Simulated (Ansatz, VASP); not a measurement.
Two plane-wave programs on NiGe3

```
Ni Ge
1.0
     4.02632    0.00000    0.00000
     0.00000    4.02632    0.00000
     0.00000    0.00000    4.02632
Ni Ge
1 3
Direct
  0.00000 0.00000 0.00000
  0.00000 0.50000 0.50000
  0.50000 0.00000 0.50000
  0.50000 0.50000 0.00000
```

Change from the starting cell: species swapped into the CuAu3 type (Pm-3m, No. 221).

Alike in both runs: functional PBE; k mesh 4 × 4 × 4; occupations gaussian, width 0.1 eV; collinear spin.

Ansatz relaxed the structure, and its values are those at the end. VASP's run is a single point on that final structure, the one shown.

|  | VASP | Ansatz |
| --- | --- | --- |
| version | VASP 6.6.1 | Ansatz 0.2.0 |
| potentials or method | VASP PAW PBE potentials, release 64 (Ni, Ge_d), cutoff 520 eV | scalar-relativistic, plane waves, PAW |
| valence electrons in the cell | 52 | 60 |

|  | VASP | Ansatz | Ansatz less VASP |
| --- | --- | --- | --- |
| gap on the k mesh at the Fermi level (eV) | none | none | - |
| pressure (GPa) | -0.1 | -0.1 | -0.05 |
| net moment per atom (μB) | 0.07 | 0.08 | +0.006 |
| size of the moment on the site where the two differ most (μB) | 0.17 | 0.18 | +0.016 |

Site moments also hang on the region over which each program counts them. A gap of «none» marks a metal or a gap that the smearing closes. VASP's potentials hold 52 valence electrons a cell and Ansatz's 60, so a difference there can come from the potentials and not from the codes.

The k mesh is coarse, so the values compare programs but aren't converged.
